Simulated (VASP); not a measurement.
# SnO2 in VASP: a series of runs

The runs below take SnO2 through single point, with PBE.

All numbers are computed with VASP 6.6.1; they aren't measurements. Logs are shortened: lines on timing, memory, paths and dates and some standing lists are left out, and cuts for length are marked.

### 1 The cell of the first run

The typed cell holds 3 atoms: a = 5.151 Å, b = 5.151 Å, c = 5.151 Å, α = 36.59°, β = 36.59°, γ = 36.59°.

### 2 Single point, PBE (one atom moved)

Contents of INCAR:

```
  PREC = Accurate
  ENCUT = 520
  EDIFF = 1E-6
  ISMEAR = 0
  SIGMA = 0.02
  LREAL = F
  LASPH = T
  NELM = 60
  ALGO = Normal
  ISIF = 2
  LWAVE = F
  LCHARG = F
  GGA = PE
  NBANDS = 20
```

Contents of KPOINTS:

```
regular mesh
0
Gamma
  12 12 12
```

Contents of POSCAR:

```
SnO2
1.0
    1.6170930752      0.9336291223      4.8005925840
   -1.6170930752      0.9336291223      4.8005925840
    0.0000000000     -1.8672582446      4.8005925840
Sn O
1 2
Direct
    0.4845632125      0.5093360599      0.5023907690
    0.2371700000      0.2371700000      0.2371700000
    0.7628300000      0.7628300000      0.7628300000
```

Potentials or basis: VASP PAW PBE potentials, release 64 (Sn_d, O).

Run with:

```sh
> cat potpaw_PBE.64/Sn_d/POTCAR potpaw_PBE.64/O/POTCAR > POTCAR
> mpirun -np 1 vasp_std > vasp.out
```

OUTCAR:

```text
PREC = Accurate
   ENCUT = 520
   EDIFF = 1E-6
   ISMEAR = 0
   LREAL = F
   LASPH = T
   NELM = 60
   ISIF = 2
   GGA = PE

 ion  position               nearest neighbor table
   1  0.485  0.509  0.502-   3 2.08   2 2.11   2 2.13   3 2.13   3 2.14   2 2.17
   2  0.237  0.237  0.237-   1 2.11   1 2.13   1 2.17
   3  0.763  0.763  0.763-   1 2.08   1 2.13   1 2.14

  LATTYP: Found a trigonal (rhomboedric) cell.
 ALAT       =     5.1509554948
 COS(alpha) =     0.8028828391

  Lattice vectors:

 A1 = (   1.6170930752,   0.9336291223,   4.8005925840)
 A2 = (  -1.6170930752,   0.9336291223,   4.8005925840)
 A3 = (   0.0000000000,  -1.8672582446,   4.8005925840)

Analysis of symmetry for initial positions (statically):
=====================================================================
 Subroutine PRICEL returns:
 Original cell was already a primitive cell.

 Routine SETGRP: Setting up the symmetry group for a
 trigonal (rhombohedral) supercell.

 Subroutine GETGRP returns: Found  1 space group operations
 (whereof  1 operations were pure point group operations)
 out of a pool of 12 trial point group operations.

The static configuration has the point symmetry C_1 .

Analysis of symmetry for dynamics (positions and initial velocities):
=====================================================================
 Subroutine PRICEL returns:
 Original cell was already a primitive cell.

 Routine SETGRP: Setting up the symmetry group for a
 trigonal (rhombohedral) supercell.

 Subroutine GETGRP returns: Found  1 space group operations
 (whereof  1 operations were pure point group operations)
 out of a pool of 12 trial point group operations.

The dynamic configuration has the point symmetry C_1 .

 Subroutine INISYM returns: Found  1 space group operations
 (whereof  1 operations are pure point group operations),
 and found     1 'primitive' translations

----------------------------------------------------------------------------------------

                                     Primitive cell

  volume of cell :      43.4866

  direct lattice vectors                    reciprocal lattice vectors
     1.617093075  0.933629122  4.800592584     0.309196797  0.178514854  0.069435872
    -1.617093075  0.933629122  4.800592584    -0.309196797  0.178514854  0.069435872
[... 78 lines left out ...]
   PREC   = accura    normal or accurate (medium, high low for compatibility)
   ISTART =      0    job   : 0-new  1-cont  2-samecut
   ICHARG =      2    charge: 1-file 2-atom 10-const
   ISPIN  =      1    spin polarized calculation?
   LNONCOLLINEAR =      F non collinear calculations
   LSORBIT =      F    spin-orbit coupling
   LASPH  =      T    aspherical Exc in radial PAW
   ENCUT  =  520.0 eV  38.22 Ry    6.18 a.u.   9.58  9.58  9.58*2*pi/ulx,y,z
   NELM   =     60;   NELMIN=  2; NELMDL= -5     # of ELM steps
   EDIFF  = 0.1E-05   stopping-criterion for ELM
   LREAL  =      F    real-space projection
   EDIFFG = 0.1E-04   stopping-criterion for IOM
   NSW    =      0    number of steps for IOM
   IBRION =     -1    ionic relax: 0-MD 1-quasi-New 2-CG
   NFREE  =      0    steps in history (QN), initial steepest desc. (CG)
   ISIF   =      2    stress and relaxation
   ISYM   =      2    0-nonsym 1-usesym 2-fastsym
   POTIM  = 0.5000    time-step for ionic-motion
   TEBEG  =    0.0;   TEEND  =   0.0 temperature during run
   PSTRESS=    0.0 pullay stress
   NELECT =      26.0000    total number of electrons
   NUPDOWN=      -1.0000    fix difference up-down
   EMIN   =  10.00;   EMAX   =-10.00  energy-range for DOS
   EFERMI =   0.00;   METHOD = LEGACY
   ISMEAR =     0;   SIGMA  =   0.02  broadening in eV -4-tet -1-fermi 0-gaus
   EFERMI_NEDOS =   21; number of points for ismear=-14 and -15
   IALGO  =     38    algorithm
   IMIX   =      4    mixing-type and parameters
     AMIX     =   0.40;   BMIX     =  1.00
     AMIX_MAG =   1.60;   BMIX_MAG =  1.00
  volume/ion in A,a.u.               =      14.50        97.82
  Fermi-wavevector in a.u.,A,eV,Ry     =   1.379158  2.606231 25.879336  1.902078
  Thomas-Fermi vector in A             =   2.504154
   LORBIT       =      0    0 simple, 1 ext, 2 COOP (PROOUT), +10 PAW based schemes
   GGA     = PE    functional components
   LHFCALC =     F    Hartree Fock is set to
   AEXX    =    0.0000 exact exchange contribution
   IVDW    =     0    specifies the selected vdW correction
   LEPSILON=     F    determine dielectric tensor
   LRPA    =     F    only Hartree local field effects (RPA)
 non-spin polarized calculation
 Gauss-broadening in eV      SIGMA  =   0.02
  energy-cutoff  :      520.00
  volume of cell :       43.49
 maximum number of plane-waves:      1188
 NGX is ok and might be reduce to    40
   NGX = 19   NGY = 19   NGZ = 19

 number of electron      26.0000000 magnetization

 Free energy of the ion-electron system (eV)
  ---------------------------------------------------
  ext. energy  EPLUGINS =         0.00000000
  ---------------------------------------------------
  free energy    TOTEN  =       -18.18533401 eV

  energy without entropy =      -18.18533401  energy(sigma->0) =      -18.18533401

 E-fermi :   3.4275     XC(G=0):  -9.9901

 val. band max:        3.3019916761   @ k =   0.1667  -0.0000  -0.1667
 cond. band min:       5.2128341256   @ k =   0.0000   0.0000   0.0000
 fundamental gap:      1.9108424495
 Fermi energy:         3.4274574978

 k-point     1 :       0.0000    0.0000    0.0000
  band No.  band energies     occupation
      1     -16.7117      2.00000
      2     -16.5106      2.00000
      3     -16.5020      2.00000
      4     -16.3281      2.00000
      5     -16.3270      2.00000
      6     -14.6374      2.00000
[... 541 lines left out ...]
     19      17.8773      0.00000
     20      20.3003      0.00000

 [... further k-points ...]
[... 5 lines left out ...]
  --------------------------------------------------------------------------------------
  -------------------------------------------------------------------------------------
  Total        0.1535576      0.0951376     -0.1228526      0.0467274      0.0469330      0.0475839
  in kB        5.6575255      3.5051543     -4.5262590      1.7215774      1.7291542      1.7531348
  external PRESSURE =       1.5454736 kB  Pullay stress =       0.0000000 kB

 VOLUME and BASIS-vectors are now :
 -----------------------------------------------------------------------------
  energy-cutoff  :      520.00
  volume of cell :       43.49
      direct lattice vectors                 reciprocal lattice vectors
     1.617093075  0.933629122  4.800592584     0.309196797  0.178514854  0.069435872
    -1.617093075  0.933629122  4.800592584    -0.309196797  0.178514854  0.069435872
     0.000000000 -1.867258245  4.800592584     0.000000000 -0.357029708  0.069435872

 POSITION                                       TOTAL-FORCE (eV/Angst)
 -----------------------------------------------------------------------------------
     -0.04006     -0.01016      7.18308         0.541115      0.139150      0.344622
      0.00000      0.00000      3.41567        -0.242558     -0.045205     -0.235394
      0.00000      0.00000     10.98611        -0.298557     -0.093946     -0.109228
 -----------------------------------------------------------------------------------
    total drift:                                0.000048     -0.000103      0.000423

  FREE ENERGIE OF THE ION-ELECTRON SYSTEM (eV)
  ---------------------------------------------------
  free  energy   TOTEN  =       -18.1853340054 eV

  energy  without entropy=      -18.1853340054  energy(sigma->0) =      -18.18533401
```

stdout:

```text
POSCAR found type information on POSCAR SnO
 POSCAR found :  2 types and       3 ions
 scaLAPACK will be used
 LDA part: xc-table for (Slater+PW92), standard interpolation
 POSCAR, INCAR and KPOINTS ok, starting setup
 FFT: planning ... GRIDC
 FFT: planning ... GRID_SOFT
 FFT: planning ... GRID
 WAVECAR not read
 entering main loop
```

It took 14 min on 1 thread of Intel Xeon Platinum 8488C (Sapphire Rapids), shared host; peak memory 0.78 GiB.

What came out:

```
Free energy            : -18.1853 eV
Pressure               : 0.2 GPa
Largest force          : 0.656 eV/Å
Band gap on the k mesh : 1.91 eV (least direct gap 2.02 eV)
```

Forces on the atoms (eV/Å):
```
Sn   0.541  0.139  0.345
O   -0.243 -0.045 -0.235
O   -0.299 -0.094 -0.109
```

Caveat: the cell differs from its parent crystal (one atom moved); spin-orbit coupling is left out, which moves the levels of the heavy elements. A k mesh can miss the band edges.

### 3 Single point, PBE (strained)

Contents of INCAR:

```
SYSTEM = SnO2
PREC = Accurate
ENCUT = 520
EDIFF = 1E-6
ISMEAR = 0
SIGMA = 0.02
LREAL = .FALSE.
LASPH = .TRUE.
NELM = 100
ALGO = Normal
ISIF = 2
LWAVE = .FALSE.
LCHARG = .FALSE.
GGA = PE
NBANDS = 20
```

Contents of KPOINTS:

```
Automatic mesh
0
G
  12 12 12
  0 0 0
```

Contents of POSCAR:

```
SnO2
1.0
    1.5933218070      0.9199047742      4.5860060955
   -1.5933218070      0.9199047742      4.5860060955
    0.0000000000     -1.8398095484      4.5860060955
Sn O
1 2
Direct
    0.5000000000      0.5000000000      0.5000000000
    0.2499261843      0.2499261843      0.2499261843
    0.7500738157      0.7500738157      0.7500738157
```

Potentials or basis: VASP PAW PBE potentials, release 64 (Sn_d, O).

Run with:

```sh
> cat potpaw_PBE.64/Sn_d/POTCAR potpaw_PBE.64/O/POTCAR > POTCAR
> mpirun -np 1 vasp_std > vasp.out
```

Run time: 3.8 min. Hardware: 1 thread of Intel Xeon 6975P-C (Granite Rapids), shared host; peak memory 0.33 GiB.

The run converged. Its results:

```yaml
Free_energy: -17.9587 eV
Pressure: -3.9 GPa
Largest_force: 1.650 eV/Å
Band_gap_on_the_k_mesh: 1.55 eV
```

Forces on the atoms (eV/Å):
```
Sn   0.000  0.000  0.000
O    0.000  0.000 -1.650
O    0.000  0.000  1.650
```

Stress tensor (GPa, compression positive):
```
 -0.28   0.00   0.00
  0.00  -0.28   0.00
  0.00   0.00 -11.28
```

Levels at points of the mesh, in eV from the valence-band top:
```csv
k point,band 9,band 10,band 11,band 12,band 13,band 14,band 15,band 16,band 17,band 18
"(0.00, 0.00, 0.00)",-1.09,-1.09,-0.85,-0.85,0.00,1.55,5.47,10.97,10.97,12.95
"(0.50, 0.00, 0.00)",-4.18,-2.48,-2.09,-1.04,-0.87,4.77,7.09,9.99,11.44,11.55
"(0.50, 0.50, 0.00)",-4.63,-2.74,-1.40,-0.51,-0.07,4.26,6.09,10.41,10.86,11.29
"(0.50, 0.50, 0.50)",-1.68,-1.27,-1.27,-0.69,-0.69,3.34,5.47,11.25,11.25,13.98
```

Caveat: the cell differs from its parent crystal (strained); the stress differs along the axes, from -11 to -0 GPa; spin-orbit coupling is left out, which moves the levels of the heavy elements; forces of over 1 eV/Å act on the atoms, so gaps and moduli don't describe the material at rest. A k mesh can miss the band edges.

### 4 Single point, PBE (strained)

Contents of INCAR:

```
PREC = Accurate
ENCUT = 520
EDIFF = 1E-7
ISMEAR = 0
SIGMA = 0.02
LREAL = F
LASPH = T
NELM = 60
ALGO = Normal
ISIF = 2
LWAVE = F
LCHARG = F
GGA = PE
NBANDS = 20
```

Contents of KPOINTS:

```
regular mesh
0
Gamma
  12 12 12
```

Contents of POSCAR:

```
SnO2
1.0
    1.6073581749      0.9280086750      4.6276752391
   -1.6073581749      0.9280086750      4.6276752391
    0.0000000000     -1.8560173500      4.6276752391
Sn O
1 2
Direct
    0.5000000000      0.5000000000      0.5000000000
    0.2346187631      0.2346187631      0.2346187631
    0.7653812369      0.7653812369      0.7653812369
```

Run with:

```sh
> cat potpaw_PBE.64/Sn_d/POTCAR potpaw_PBE.64/O/POTCAR > POTCAR
> mpirun -np 1 vasp_std > vasp.out
```

Run time: 4 min. Hardware: 1 thread of Intel Xeon 6975P-C (Granite Rapids), shared host; peak memory 0.33 GiB.

It converged, with:

```
Free energy            : -18.1150 eV
Pressure               : 9.0 GPa
Largest force          : 1.037 eV/Å
Band gap on the k mesh : 2.12 eV (least direct gap 2.35 eV)
```

Forces on the atoms (eV/Å):
```
Sn   0.000  0.000  0.000
O    0.000  0.000  1.037
O    0.000  0.000 -1.037
```

Stress tensor (GPa, compression positive):
```
9.62 0.00 0.00
0.00 9.62 0.00
0.00 0.00 7.66
```

Levels at points of the mesh, in eV from the valence-band top:
| k point | band 10 | band 11 | band 12 | band 13 | band 14 | band 15 | band 16 | band 17 |
| --- | --- | --- | --- | --- | --- | --- | --- | --- |
| (0.00, 0.00, 0.00) | -1.44 | -1.04 | -1.04 | -0.23 | 2.12 | 5.97 | 11.26 | 11.26 |
| (0.50, 0.00, 0.00) | -3.32 | -1.42 | -0.61 | -0.58 | 5.84 | 8.12 | 10.05 | 12.81 |
| (0.50, 0.50, 0.00) | -3.42 | -1.05 | -0.42 | -0.03 | 5.54 | 7.17 | 11.19 | 11.20 |
| (0.50, 0.50, 0.50) | -1.51 | -1.48 | -0.99 | -0.99 | 3.47 | 5.95 | 11.49 | 11.49 |

Caveat: the cell differs from its parent crystal (strained); the cell stands under pressure; spin-orbit coupling is left out, which moves the levels of the heavy elements; forces of over 1 eV/Å act on the atoms, so gaps and moduli don't describe the material at rest. A k mesh can miss the band edges.

### 5 Single point, PBE (strained)

Contents of INCAR:

```
PREC = Accurate
ENCUT = 520
EDIFF = 1E-6
ISMEAR = 0
SIGMA = 0.02
LREAL = False
LASPH = True
NELM = 80
ALGO = Normal
ISIF = 2
LWAVE = False
LCHARG = False
GGA = PE
NBANDS = 20
```

Contents of KPOINTS:

```
Automatic mesh
0
Gamma
  12 12 12
```

Contents of POSCAR:

```
SnO2
1.0
    1.6019409131      0.9248810174      4.6836021427
   -1.6019409131      0.9248810174      4.6836021427
    0.0000000000     -1.8497620348      4.6836021427
Sn O
1 2
Direct
    0.5000000000      0.5000000000      0.5000000000
    0.2159096929      0.2159096929      0.2159096929
    0.7840903071      0.7840903071      0.7840903071
```

Run with:

```sh
> cat potpaw_PBE.64/Sn_d/POTCAR potpaw_PBE.64/O/POTCAR > POTCAR
> mpirun -np 1 vasp_std > vasp.out
```

It took 4.1 min on 1 thread of Intel Xeon 6975P-C (Granite Rapids), shared host; peak memory 0.34 GiB.

It converged, with:

- Free energy: -16.4927 eV
- Pressure: 41.5 GPa
- Largest force: 5.346 eV/Å
- Band gap on the k mesh: 2.48 eV (least direct gap 3.96 eV)

Forces in eV/Å, atoms in the order of the input:
```
Sn   0.000  0.000  0.000
O    0.000  0.000  5.346
O    0.000  0.000 -5.346
```

Stress tensor (GPa, compression positive):
```
48.37  0.00  0.00
 0.00 48.37  0.00
 0.00  0.00 27.66
```

Levels at points of the mesh, in eV from the valence-band top:
```csv
k point,band 10,band 11,band 12,band 13,band 14,band 15,band 16,band 17
"(0.00, 0.00, 0.00)",-1.96,-1.67,-1.67,-1.60,2.48,7.05,10.22,11.81
"(0.50, 0.00, 0.00)",-4.62,-0.91,-0.82,-0.17,6.98,7.87,9.26,11.35
"(0.50, 0.50, 0.00)",-4.78,-0.69,-0.51,-0.12,6.91,6.93,9.64,11.65
"(0.50, 0.50, 0.50)",-1.99,-1.99,-1.66,-1.66,3.72,6.23,10.79,12.02
```

Caveat: the cell differs from its parent crystal (strained); the stress differs along the axes, from 28 to 48 GPa; spin-orbit coupling is left out, which moves the levels of the heavy elements; forces of over 1 eV/Å act on the atoms, so gaps and moduli don't describe the material at rest.

### 6 Overview

| cell | gap on the mesh (eV) | pressure (GPa) | largest force (eV/Å) |
| --- | --- | --- | --- |
| a = 5.151 Å, angles 36.6°, 3 atoms, atomic positions A | 1.91 | 0.2 | 0.66 |
| a = 4.941 Å, angles 37.6°, 3 atoms, atomic positions B | 1.55 | -3.9 | 1.65 |
| a = 4.986 Å, angles 37.6°, 3 atoms, atomic positions C | 2.12 | 9.0 | 1.04 |
| a = 5.036 Å, angles 37.1°, 3 atoms, atomic positions D | 2.48 | 41.5 | 5.35 |

Alike in all rows: task single point; level PBE; potentials or basis VASP PAW PBE potentials, release 64 (Sn_d, O); no spin polarisation; k mesh 12 × 12 × 12; cutoff (eV) 520; smearing gaussian 0.02 eV.

Caveats: spin-orbit coupling is left out, which moves the levels of the heavy elements; forces of over 1 eV/Å act on the atoms, so gaps and moduli don't describe the material at rest (at least some runs); the stress differs along the axes, from -11 to -0 GPa (at least some runs); the cell stands under pressure (at least some runs); the stress differs along the axes, from 28 to 48 GPa (at least some runs).

Total energies depend on the potentials used, so only differences within one code and one set of settings carry meaning.
